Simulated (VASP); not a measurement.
# Rb: single point with PBE

Crystal: Rb.

```
CELL_PARAMETERS angstrom
4.25253 0.00000 0.00000
-2.12627 3.68280 0.00000
0.00000 0.00000 7.01614
ATOMIC_POSITIONS crystal
Rb 0.33333 0.66667 0.25000
Rb 0.66667 0.33333 0.75000
```

This isn't the form of Rb at room conditions, which is bcc.

| Item | Value |
| --- | --- |
| Program | VASP 6.6.1 |
| Task | single point |
| Functional | PBE |
| Potentials or basis | VASP PAW PBE potentials, release 64 (Rb_sv) |
| Cutoff | 520 eV |
| k mesh | 9 × 9 × 5 |
| Occupations | fermi-dirac, width 0.08 eV |
| Spin | no spin polarisation |

```
Pressure               : 3.5 GPa
Band gap on the k mesh : zero (bands 9 and 10 overlap by 2.27 eV)
```

Levels at points of the mesh, in eV from the Fermi level:
```tsv
k point	band 7	band 8	band 9	band 10	band 11	band 12
(0.00, 0.00, 0.00)	-12.76	-12.76	-2.71	-0.11	1.17	3.78
```

Wall time 18 s on 1 thread of Intel(R) Xeon(R) 6975P-C (Granite Rapids), with other jobs on the host, peak memory 0.24 GiB.

Caveat: the cell stands under pressure.
